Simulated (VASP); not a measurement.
# Pd (Im-3m) in VASP: single point with LDA

Aim: the single point of Pd with LDA.

Program: VASP 6.6.1. These are calculated values, not measurements. Logs are shortened: lines on timing, memory, paths and dates and some standing lists are left out, and cuts for length are marked.

**1. The cell of the first run**

Symmetry: Im-3m, No. 229, cubic system. The conventional cell has a = 3.145 Å, b = 3.145 Å, c = 3.145 Å, α = 90.00°, β = 90.00°, γ = 90.00°. Pd (site symmetry m-3m) has 14 Pd at 2.72 to 3.14 Å within 3.6 Å.

**2. Single point, LDA**

INCAR

```
PREC = Accurate ; ENCUT = 520
EDIFF = 1E-7 ; ISMEAR = 0
SIGMA = 0.15 ; LREAL = F
LASPH = T ; NELM = 80
ALGO = Normal ; ISIF = 2
LWAVE = F ; LCHARG = T
GGA = CA ; LELF = T
LVHAR = T ; NBANDS = 11
```

KPOINTS

```
Automatic mesh
0
Gamma
  22 22 22
```

POSCAR

```
Pd
1.0
   -1.5722810000      1.5722810000      1.5722810000
    1.5722810000     -1.5722810000      1.5722810000
    1.5722810000      1.5722810000     -1.5722810000
Pd
1
Direct
    0.0000000000      0.0000000000      0.0000000000
```

Potentials or basis: VASP PAW LDA potentials, release 64 (Pd).

Run with:

```sh
$ cat potpaw_LDA.64/Pd/POTCAR > POTCAR
$ mpirun -np 1 vasp_std > vasp.out
```

OUTCAR:

```text
PREC = Accurate
   ENCUT = 520
   EDIFF = 1E-7
   ISMEAR = 0
   LREAL = F
   LASPH = T
   NELM = 80
   ISIF = 2
   GGA = CA

 ion  position               nearest neighbor table
   1  0.000  0.000  0.000-

  LATTYP: Found a body centered cubic cell.
 ALAT       =     3.1445620000

  Lattice vectors:

 A1 = (  -1.5722810000,   1.5722810000,   1.5722810000)
 A2 = (   1.5722810000,  -1.5722810000,   1.5722810000)
 A3 = (   1.5722810000,   1.5722810000,  -1.5722810000)

Analysis of symmetry for initial positions (statically):
=====================================================================
 Subroutine PRICEL returns:
 Original cell was already a primitive cell.

 Routine SETGRP: Setting up the symmetry group for a
 body centered cubic supercell.

 Subroutine GETGRP returns: Found 48 space group operations
 (whereof 48 operations were pure point group operations)
 out of a pool of 48 trial point group operations.

The static configuration has the point symmetry O_h .

Analysis of symmetry for dynamics (positions and initial velocities):
=====================================================================
 Subroutine PRICEL returns:
 Original cell was already a primitive cell.

 Routine SETGRP: Setting up the symmetry group for a
 body centered cubic supercell.

 Subroutine GETGRP returns: Found 48 space group operations
 (whereof 48 operations were pure point group operations)
 out of a pool of 48 trial point group operations.

The dynamic configuration has the point symmetry O_h .

 Subroutine INISYM returns: Found 48 space group operations
 (whereof 48 operations are pure point group operations),
 and found     1 'primitive' translations

----------------------------------------------------------------------------------------

                                     Primitive cell

  volume of cell :      15.5471

  direct lattice vectors                    reciprocal lattice vectors
    -1.572281000  1.572281000  1.572281000     0.000000000  0.318009313  0.318009313
     1.572281000 -1.572281000  1.572281000     0.318009313  0.000000000  0.318009313
     1.572281000  1.572281000 -1.572281000     0.318009313  0.318009313  0.000000000

  length of vectors
     2.723270576  2.723270576  2.723270576     0.449733083  0.449733083  0.449733083

  position of ions in fractional coordinates (direct lattice)
     0.000000000  0.000000000  0.000000000

  ion indices of the primitive-cell ions
   primitive index   ion index
                 1           1

----------------------------------------------------------------------------------------

 KPOINTS: Automatic mesh

Automatic generation of k-mesh.
 Grid dimensions read from file:
 generate k-points for:   22   22   22

 Generating k-lattice:

  Cartesian coordinates                     Fractional coordinates (reciprocal lattice)
     0.000000000  0.014454969  0.014454969     0.045454545  0.000000000  0.000000000
     0.014454969  0.000000000  0.014454969     0.000000000  0.045454545  0.000000000
     0.014454969  0.014454969  0.000000000     0.000000000  0.000000000  0.045454545

  Length of vectors
     0.020442413  0.020442413  0.020442413

  Shift w.r.t. Gamma in fractional coordinates (k-lattice)
     0.000000000  0.000000000  0.000000000

 Subroutine IBZKPT returns following result:
 ===========================================

 Found    328 irreducible k-points:

 Following reciprocal coordinates:
            Coordinates               Weight
  0.000000  0.000000  0.000000      1.000000
  0.045455  0.000000  0.000000     12.000000
  0.090909  0.000000  0.000000     12.000000
  0.136364  0.000000  0.000000     12.000000
  0.181818  0.000000  0.000000     12.000000
  0.227273  0.000000  0.000000     12.000000
[... 16 lines left out ...]
  0.090909  0.090909  0.000000     24.000000
  0.136364  0.090909 -0.000000     48.000000
 [... further k-points ...]
   k-points           NKPTS =    328   k-points in BZ     NKDIM =    328   number of bands    NBANDS=     11
   number of dos      NEDOS =    301   number of ions     NIONS =      1
   total plane-waves  NPLWV =   8000
   dimension x,y,z NGX =    20 NGY =   20 NGZ =   20
   dimension x,y,z NGXF=    40 NGYF=   40 NGZF=   40
   ions per type =               1
   NGX,Y,Z   is equivalent  to a cutoff of  12.21, 12.21, 12.21 a.u.
   NGXF,Y,Z  is equivalent  to a cutoff of  24.42, 24.42, 24.42 a.u.
 SYSTEM =  unknown system
   PREC   = accura    normal or accurate (medium, high low for compatibility)
   ISTART =      0    job   : 0-new  1-cont  2-samecut
   ICHARG =      2    charge: 1-file 2-atom 10-const
   ISPIN  =      1    spin polarized calculation?
   LNONCOLLINEAR =      F non collinear calculations
   LSORBIT =      F    spin-orbit coupling
   LASPH  =      T    aspherical Exc in radial PAW
   ENCUT  =  520.0 eV  38.22 Ry    6.18 a.u.   5.06  5.06  5.06*2*pi/ulx,y,z
   NELM   =     80;   NELMIN=  2; NELMDL= -5     # of ELM steps
   EDIFF  = 0.1E-06   stopping-criterion for ELM
   LREAL  =      F    real-space projection
   EDIFFG = 0.1E-05   stopping-criterion for IOM
   NSW    =      0    number of steps for IOM
   IBRION =     -1    ionic relax: 0-MD 1-quasi-New 2-CG
   NFREE  =      0    steps in history (QN), initial steepest desc. (CG)
   ISIF   =      2    stress and relaxation
   ISYM   =      2    0-nonsym 1-usesym 2-fastsym
   POTIM  = 0.5000    time-step for ionic-motion
   TEBEG  =    0.0;   TEEND  =   0.0 temperature during run
   PSTRESS=    0.0 pullay stress
   NELECT =      10.0000    total number of electrons
   NUPDOWN=      -1.0000    fix difference up-down
   EMIN   =  10.00;   EMAX   =-10.00  energy-range for DOS
   EFERMI =   0.00;   METHOD = LEGACY
   ISMEAR =     0;   SIGMA  =   0.15  broadening in eV -4-tet -1-fermi 0-gaus
   EFERMI_NEDOS =   21; number of points for ismear=-14 and -15
   IALGO  =     38    algorithm
   IMIX   =      4    mixing-type and parameters
     AMIX     =   0.40;   BMIX     =  1.00
     AMIX_MAG =   1.60;   BMIX_MAG =  1.00
  volume/ion in A,a.u.               =      15.55       104.92
  Fermi-wavevector in a.u.,A,eV,Ry     =   1.413160  2.670485 27.171123  1.997021
  Thomas-Fermi vector in A             =   2.534834
   LORBIT       =      0    0 simple, 1 ext, 2 COOP (PROOUT), +10 PAW based schemes
   GGA     = CA    functional components
   LHFCALC =     F    Hartree Fock is set to
   AEXX    =    0.0000 exact exchange contribution
   IVDW    =     0    specifies the selected vdW correction
   LEPSILON=     F    determine dielectric tensor
   LRPA    =     F    only Hartree local field effects (RPA)
 non-spin polarized calculation
 Gauss-broadening in eV      SIGMA  =   0.15
  energy-cutoff  :      520.00
  volume of cell :       15.55
 maximum number of plane-waves:       431
   NGX = 11   NGY = 11   NGZ = 11

 number of electron      10.0000005 magnetization

 Free energy of the ion-electron system (eV)
  ---------------------------------------------------
  ext. energy  EPLUGINS =         0.00000000
  ---------------------------------------------------
  free energy    TOTEN  =        -6.37818096 eV

  energy without entropy =       -6.36207275  energy(sigma->0) =       -6.37012686

 E-fermi :   8.7044     XC(G=0): -13.1947

 val. band max:        8.7038433098   @ k =  -0.4091  -0.4545   0.1818
 cond. band min:       8.7092049560   @ k =   0.2273   0.0909   0.0455
 fundamental gap:      0.0053616462
 Fermi energy:         8.7044294051

 k-point     1 :       0.0000    0.0000    0.0000
  band No.  band energies     occupation
      1       1.8866      2.00000
      2       5.9538      2.00000
      3       5.9538      2.00000
      4       5.9538      2.00000
      5       7.8465      2.00000
      6       7.8465      2.00000
      7      27.9170      0.00000
      8      27.9170      0.00000
      9      27.9170      0.00000
     10      34.8997      0.00000
     11      36.0051      0.00000

 k-point     2 :       0.0455    0.0000    0.0000
  band No.  band energies     occupation
      1       1.9629      2.00000
      2       5.9286      2.00000
      3       5.9552      2.00000
      4       6.0069      2.00000
      5       7.8162      2.00000
      6       7.8483      2.00000
      7      27.8656      0.00000
      8      27.9298      0.00000
      9      28.0060      0.00000
     10      34.8886      0.00000
     11      34.9372      0.00000

 k-point     3 :       0.0909    0.0000    0.0000
  band No.  band energies     occupation
      1       2.1870      2.00000
      2       5.8558      2.00000
      3       5.9579      2.00000
      4       6.1641      2.00000
      5       7.7370      2.00000
      6       7.8541      2.00000
      7      27.6452      0.00000
      8      27.9225      0.00000
      9      28.2664      0.00000
     10      33.7765      0.00000
     11      34.2648      0.00000

 k-point     4 :       0.1364    0.0000    0.0000
  band No.  band energies     occupation
      1       2.5413      2.00000
      2       5.7431      2.00000
      3       5.9617      2.00000
      4       6.4191      2.00000
      5       7.6398      2.00000
      6       7.8649      2.00000
      7      27.0786      0.00000
      8      27.7637      0.00000
      9      28.6788      0.00000
     10      33.0412      0.00000
     11      33.2929      0.00000
[... 239 lines left out ...]
 k-point    22 :       0.4545    0.0455   -0.0000
  band No.  band energies     occupation
      1       3.8069      2.00000
      2       4.8573      2.00000
      3       7.7480      2.00000
      4       7.9735      2.00000
      5       8.9775      0.01005
      6      10.4456      0.00000
      7      16.2989      0.00000
      8      23.6395      0.00000
      9      25.6606      0.00000
     10      32.3857      0.00000
     11      33.8302      0.00000

 k-point    23 :       0.0909    0.0909    0.0000
  band No.  band energies     occupation
      1       2.7472      2.00000
      2       5.7502      2.00000
      3       5.8410      2.00000
      4       6.6224      2.00000
      5       7.5678      2.00000
      6       7.8984      2.00000
      7      26.9012      0.00000
      8      27.5509      0.00000
      9      28.6882      0.00000
     10      31.9202      0.00000
     11      32.9529      0.00000

 k-point    24 :       0.1364    0.0909   -0.0000
  band No.  band energies     occupation
      1       3.1823      2.00000
      2       5.6323      2.00000
      3       5.8026      2.00000
      4       7.0045      2.00000
      5       7.4856      2.00000
      6       7.9393      2.00000
      7      26.0463      0.00000
      8      26.8244      0.00000
      9      29.0925      0.00000
     10      30.6945      0.00000
     11      32.8996      0.00000

 [... further k-points ...]

------------------------ aborting loop because EDIFF is reached ----------------------------------------

  FORCE on cell =-STRESS in cart. coord.  units (eV):
  Direction    XX          YY          ZZ          XY          YZ          ZX
  --------------------------------------------------------------------------------------
  -------------------------------------------------------------------------------------
  Total       -1.4496085     -1.4496085     -1.4496085      0.0000000     -0.0000000      0.0000000
  in kB     -149.3863213   -149.3863213   -149.3863213      0.0000000     -0.0000000      0.0000000
  external PRESSURE =    -149.3863213 kB  Pullay stress =       0.0000000 kB

 VOLUME and BASIS-vectors are now :
 -----------------------------------------------------------------------------
  energy-cutoff  :      520.00
  volume of cell :       15.55
      direct lattice vectors                 reciprocal lattice vectors
    -1.572281000  1.572281000  1.572281000     0.000000000  0.318009313  0.318009313
     1.572281000 -1.572281000  1.572281000     0.318009313  0.000000000  0.318009313
     1.572281000  1.572281000 -1.572281000     0.318009313  0.318009313  0.000000000

 POSITION                                       TOTAL-FORCE (eV/Angst)
 -----------------------------------------------------------------------------------
      0.00000      0.00000      0.00000        -0.000000     -0.000000      0.000000
 -----------------------------------------------------------------------------------
    total drift:                                0.000000     -0.000000      0.000000

  FREE ENERGIE OF THE ION-ELECTRON SYSTEM (eV)
  ---------------------------------------------------
  free  energy   TOTEN  =        -6.3781809614 eV

  energy  without entropy=       -6.3620727516  energy(sigma->0) =       -6.37012686
```

Run time: 23 s. Hardware: 1 thread of Intel Xeon 6975P-C, shared host; peak memory 0.16 GiB.

Results:

* Free energy: -6.3782 eV
* Pressure: -14.9 GPa
* Band gap on the k mesh: zero (band 5 reaches 9.27 eV, above the bottom of band 6 at 7.74 eV)

Levels at points of the mesh, in eV from the Fermi level:
| k point | band 1 | band 2 | band 3 | band 4 | band 5 | band 6 | band 7 | band 8 | band 9 | band 10 |
| --- | --- | --- | --- | --- | --- | --- | --- | --- | --- | --- |
| (0.00, 0.00, 0.00) | -6.82 | -2.75 | -2.75 | -2.75 | -0.86 | -0.86 | 19.21 | 19.21 | 19.21 | 26.20 |
| (0.50, 0.00, 0.00) | -4.94 | -3.87 | -0.94 | -0.64 | 0.57 | 1.43 | 7.47 | 14.96 | 17.17 | 23.66 |
| (0.50, 0.50, 0.50) | -4.83 | -4.83 | 0.21 | 0.21 | 0.21 | 8.93 | 8.93 | 8.93 | 16.74 | 17.16 |
